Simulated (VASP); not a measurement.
# AgCl (Fm-3m) in VASP: a series of runs

Runs on AgCl. Level: PBE. Tasks: relaxation of cell and atoms, single point.

All numbers are computed with VASP 6.6.1; they aren't measurements. Logs are shortened: lines on timing, memory, paths and dates and some standing lists are left out, and cuts for length are marked.

## 1. The cell of the first run

It takes space group Fm-3m (No. 225, cubic). Conventional cell: a = 5.617 Å, b = 5.617 Å, c = 5.617 Å, α = 90.00°, β = 90.00°, γ = 90.00°. Ag (site symmetry m-3m) has 6 Cl at 2.81 Å within 3.7 Å. Within 3.7 Å of Cl (site symmetry m-3m) lie 6 Ag at 2.81 Å.

## 2. Relaxation of cell and atoms, PBE

File INCAR:

```
ALGO     = Normal         # electronic algorithm
EDIFF    = 1E-6           # SCF threshold, eV
EDIFFG   = -0.01          # ionic threshold
ENCUT    = 600            # plane-wave cutoff, eV
GGA      = PE             # functional
IBRION   = 2              # ionic algorithm
ISIF     = 3              # what is computed and relaxed
ISMEAR   = 0              # smearing method
LASPH    = T              # aspherical terms in the spheres
LCHARG   = F              # write CHGCAR
LREAL    = F              # projectors in reciprocal space
LWAVE    = F              # write WAVECAR
NELM     = 100            # most SCF steps
NSW      = 100            # ionic steps
PREC     = Accurate       # precision mode
SIGMA    = 0.02           # smearing width, eV
```

File KPOINTS:

```
k-points
0
Gamma
  8 8 8
```

File POSCAR:

```
AgCl
1.0
    0.0000000000      2.8083759029      2.8083759029
    2.8083759029      0.0000000000      2.8083759029
    2.8083759029      2.8083759029      0.0000000000
Ag Cl
1 1
Direct
    0.0000000000      0.0000000000      0.0000000000
    0.5000000000      0.5000000000      0.5000000000
```

Potentials or basis: VASP PAW PBE potentials, release 64 (Ag, Cl).

Run with:

```console
> cat potpaw_PBE.64/Ag/POTCAR potpaw_PBE.64/Cl/POTCAR > POTCAR
> mpirun -np 1 vasp_std > vasp.out
```

OUTCAR:

```text
EDIFF = 1E-6
   EDIFFG = -0.01
   ENCUT = 600
   GGA = PE
   IBRION = 2
   ISIF = 3
   ISMEAR = 0
   LASPH = T
   LREAL = F
   NELM = 100
   NSW = 100
   PREC = Accurate

 ion  position               nearest neighbor table
   1  0.000  0.000  0.000-   2 2.81   2 2.81   2 2.81   2 2.81   2 2.81   2 2.81
   2  0.500  0.500  0.500-   1 2.81   1 2.81   1 2.81   1 2.81   1 2.81   1 2.81

  LATTYP: Found a face centered cubic cell.
 ALAT       =     5.6167518058

  Lattice vectors:

 A1 = (   0.0000000000,   2.8083759029,   2.8083759029)
 A2 = (   2.8083759029,   0.0000000000,   2.8083759029)
 A3 = (   2.8083759029,   2.8083759029,   0.0000000000)

Analysis of symmetry for initial positions (statically):
=====================================================================
 Subroutine PRICEL returns:
 Original cell was already a primitive cell.

 Routine SETGRP: Setting up the symmetry group for a
 face centered cubic supercell.

 Subroutine GETGRP returns: Found 48 space group operations
 (whereof 48 operations were pure point group operations)
 out of a pool of 48 trial point group operations.

The static configuration has the point symmetry O_h .

Analysis of symmetry for dynamics (positions and initial velocities):
=====================================================================
 Subroutine PRICEL returns:
 Original cell was already a primitive cell.

 Routine SETGRP: Setting up the symmetry group for a
 face centered cubic supercell.

 Subroutine GETGRP returns: Found 48 space group operations
 (whereof 48 operations were pure point group operations)
 out of a pool of 48 trial point group operations.

The dynamic configuration has the point symmetry O_h .

 Subroutine INISYM returns: Found 48 space group operations
 (whereof 48 operations are pure point group operations),
 and found     1 'primitive' translations

----------------------------------------------------------------------------------------

                                     Primitive cell

  volume of cell :      44.2992

  direct lattice vectors                    reciprocal lattice vectors
     0.000000000  2.808375903  2.808375903    -0.178038844  0.178038844  0.178038844
     2.808375903  0.000000000  2.808375903     0.178038844 -0.178038844  0.178038844
     2.808375903  2.808375903  0.000000000     0.178038844  0.178038844 -0.178038844

  length of vectors
     3.971643290  3.971643290  3.971643290     0.308372324  0.308372324  0.308372324
[... 148 lines left out ...]
     2.808375903  0.000000000  2.808375903     0.178038844 -0.178038844  0.178038844
     2.808375903  2.808375903  0.000000000     0.178038844  0.178038844 -0.178038844

 POSITION                                       TOTAL-FORCE (eV/Angst)
 -----------------------------------------------------------------------------------
      0.00000      0.00000      0.00000         0.000000      0.000000     -0.000000
      2.80838      2.80838      2.80838        -0.000000     -0.000000      0.000000
 -----------------------------------------------------------------------------------
    total drift:                                0.000000     -0.000000     -0.000000

  FREE ENERGIE OF THE ION-ELECTRON SYSTEM (eV)
  ---------------------------------------------------
  free  energy   TOTEN  =        -5.4011602244 eV

  energy  without entropy=       -5.4011602244  energy(sigma->0) =       -5.40116022

--------------------------------------- Ionic step        2  -------------------------------------------

 number of electron      18.0000003 magnetization

 Free energy of the ion-electron system (eV)
  ---------------------------------------------------
  ext. energy  EPLUGINS =         0.00000000
  ---------------------------------------------------
  free energy    TOTEN  =        -5.40130713 eV

  energy without entropy =       -5.40130713  energy(sigma->0) =       -5.40130713

 E-fermi :   3.5441     XC(G=0):  -9.7895

 val. band max:        3.3977429277   @ k =   0.5000   0.0000   0.0000
 cond. band min:       4.3179783079   @ k =   0.0000   0.0000   0.0000
 fundamental gap:      0.9202353802
 Fermi energy:         3.5440513459

 k-point     1 :       0.0000    0.0000    0.0000
  band No.  band energies     occupation
      1     -11.5286      2.00000
      2       1.0887      2.00000
      3       1.0887      2.00000
      4       1.0887      2.00000
      5       1.1280      2.00000
      6       1.1280      2.00000
      7       1.2133      2.00000
      8       1.2133      2.00000
      9       1.2133      2.00000
     10       4.3180      0.00000
     11      14.2667      0.00000
     12      14.2667      0.00000
     13      14.2667      0.00000
[... 354 lines left out ...]
  band No.  band energies     occupation
      1     -11.1063      2.00000
      2      -1.1660      2.00000
      3      -0.4668      2.00000
      4      -0.4303      2.00000
      5       1.3646      2.00000
      6       1.4277      2.00000
      7       1.6641      2.00000
      8       2.4609      2.00000
      9       2.9473      2.00000
     10       8.3115      0.00000
     11       9.1214      0.00000
     12      11.4750      0.00000
     13      11.9348      0.00000

 [... further k-points ...]

------------------------ aborting loop because EDIFF is reached ----------------------------------------

  FORCE on cell =-STRESS in cart. coord.  units (eV):
  Direction    XX          YY          ZZ          XY          YZ          ZX
  --------------------------------------------------------------------------------------
  -------------------------------------------------------------------------------------
  Total       -0.0105517     -0.0105517     -0.0105517      0.0000000      0.0000000     -0.0000000
  in kB       -0.3832451     -0.3832451     -0.3832451      0.0000000      0.0000000     -0.0000000
  external PRESSURE =      -0.3832451 kB  Pullay stress =       0.0000000 kB

 VOLUME and BASIS-vectors are now :
 -----------------------------------------------------------------------------
  energy-cutoff  :      600.00
  volume of cell :       44.11
      direct lattice vectors                 reciprocal lattice vectors
     0.000000000  2.804413347  2.804413347    -0.178290408  0.178290408  0.178290408
     2.804413347  0.000000000  2.804413347     0.178290408 -0.178290408  0.178290408
     2.804413347  2.804413347  0.000000000     0.178290408  0.178290408 -0.178290408

 POSITION                                       TOTAL-FORCE (eV/Angst)
 -----------------------------------------------------------------------------------
      0.00000      2.80441      2.80441        -0.000000      0.000000      0.000000
      2.80441      2.80441      2.80441         0.000000     -0.000000     -0.000000
 -----------------------------------------------------------------------------------
    total drift:                               -0.000000     -0.000000     -0.000000

  FREE ENERGIE OF THE ION-ELECTRON SYSTEM (eV)
  ---------------------------------------------------
  free  energy   TOTEN  =        -5.4013071264 eV

  energy  without entropy=       -5.4013071264  energy(sigma->0) =       -5.40130713

 reached required accuracy - stopping structural energy minimisation
```

OSZICAR:

```text
N       E                     dE             d eps       ncg     rms          rms(c)
DAV:   1     0.111382251153E+03    0.11138E+03   -0.95273E+03   754   0.140E+03
DAV:   2    -0.559181459383E+00   -0.11194E+03   -0.10546E+03   887   0.267E+02
DAV:   3    -0.554968051085E+01   -0.49905E+01   -0.49714E+01   889   0.598E+01
[... 12 lines left out ...]
DAV:   2    -0.540150548881E+01    0.30415E-02   -0.85149E-03   754   0.112E+00    0.115E-01
DAV:   3    -0.540130988861E+01    0.19560E-03   -0.67489E-04   769   0.220E-01    0.838E-02
DAV:   4    -0.540130442919E+01    0.54594E-05   -0.23163E-05   809   0.517E-02    0.241E-02
DAV:   5    -0.540130704082E+01   -0.26116E-05   -0.61325E-06   869   0.378E-02    0.436E-03
DAV:   6    -0.540130712636E+01   -0.85539E-07   -0.11646E-06   377   0.139E-02
   2 F= -.54013071E+01 E0= -.54013071E+01  d E =-.146902E-03
```

CONTCAR:

```text
AgCl
   1.00000000000000
     0.0000000000000000    2.8044133466827885    2.8044133466827885
     2.8044133466827885    0.0000000000000000    2.8044133466827885
     2.8044133466827885    2.8044133466827885    0.0000000000000000
  Ag              Cl
     1     1
Direct
     1.0000000000000000    0.0000000000000000    0.0000000000000000
     0.5000000000000000    0.5000000000000000    0.5000000000000000

  0.00000000E+00  0.00000000E+00  0.00000000E+00
  0.00000000E+00  0.00000000E+00  0.00000000E+00
```

Wall time 14 s (1 thread of Intel Xeon Platinum 8488C (Sapphire Rapids), shared host); peak memory 0.19 GiB.

What came out:

```yaml
Free_energy: -5.4013 eV
Relaxed_volume: 22.06 Å³/atom
Relaxed_cell: a = 3.966 Å, b = 3.966 Å, c = 3.966 Å, α = 60.00°, β = 60.00°, γ = 60.00°
Space_group_after_relaxing_to_0.05_Å: Fm-3m (No. 225)
Energy_gained_by_relaxing: 0.1 meV/atom
Ionic_steps: 2
Pressure_after_relaxing: 0.0 GPa
Band_gap_on_the_k_mesh: 0.92 eV, indirect (least direct gap 3.08 eV)
```

Step by step:
```csv
step,energy change (eV),largest force (eV/Å),pressure (GPa),volume (Å³)
1,0.0000,0.0000,-0.21,44.30
2,-0.0001,0.0000,-0.04,44.11
```

Final structure:
```
Ag Cl
1.0
     0.00000    2.80441    2.80441
     2.80441    0.00000    2.80441
     2.80441    2.80441    0.00000
Ag Cl
1 1
Cartesian
  0.0000 2.8044 2.8044
  2.8044 2.8044 2.8044
```

Levels at points of the mesh, in eV from the valence-band top:
| k point | band 7 | band 8 | band 9 | band 10 | band 11 | band 12 |
| --- | --- | --- | --- | --- | --- | --- |
| (0.00, 0.00, 0.00) | -2.18 | -2.18 | -2.18 | 0.92 | 10.87 | 10.87 |
| (0.50, 0.00, 0.00) | -1.68 | 0.00 | 0.00 | 4.33 | 6.35 | 7.73 |
| (0.50, 0.50, 0.00) | -1.86 | -1.86 | -1.80 | 2.44 | 8.07 | 8.53 |

A k mesh can miss the band edges. Expect the measured gap to be larger: semilocal functionals such as PBE lack the derivative discontinuity.

## 3. Single point, PBE

This run uses another cell than the first one: it holds 4 atoms, not 2.

File INCAR:

```
  PREC = Accurate
  ENCUT = 520
  EDIFF = 1E-7
  ISMEAR = 0
  SIGMA = 0.1
  LREAL = False
  LASPH = True
  NELM = 60
  ALGO = Normal
  ISIF = 2
  LWAVE = False
  LCHARG = True
  GGA = PE
  LELF = True
  LVHAR = True
  NBANDS = 26
```

File KPOINTS:

```
regular mesh
0
Gamma
  6 6 6
```

File POSCAR:

```
AgCl
1.0
    0.0000000000      2.8055689746      2.8055689746
    2.8055689746      2.8055689746      0.0000000000
   -2.8055689746      5.6111379493     -2.8055689746
Ag Cl
2 2
Direct
    0.0000000000      0.0000000000      1.0000000000
    0.5000000000      0.5000000000      0.5000000000
    0.7500000000      0.7500000000      0.7500000000
    0.2500000000      0.2500000000      0.2500000000
```

Potentials or basis: VASP PAW PBE potentials, release 64 (Ag, Cl).

Run with:

```console
> cat potpaw_PBE.64/Ag/POTCAR potpaw_PBE.64/Cl/POTCAR > POTCAR
> mpirun -np 1 vasp_std > vasp.out
```

It took 53 s on 1 thread of Intel Xeon Platinum 8488C (Sapphire Rapids), shared host; peak memory 0.24 GiB.

Results (log left out):

* Free energy: -10.8022 eV
* Pressure: -0.1 GPa
* Band gap on the k mesh: 0.92 eV

Levels at points of the mesh, in eV from the valence-band top:
```tsv
k point	band 16	band 17	band 18	band 19	band 20	band 21
(0.00, 0.00, 0.00)	-1.67	0.00	0.00	0.92	4.34	6.35
(0.50, 0.00, 0.00)	-0.99	-0.91	-0.91	3.98	3.98	6.59
(0.50, 0.50, 0.00)	-1.67	0.00	0.00	2.44	4.34	6.35
(0.00, 0.00, 0.50)	-0.75	-0.75	-0.75	2.90	2.90	7.82
```

A k mesh can miss the band edges. PBE gaps usually lie below the measured ones, often by a third to a half.
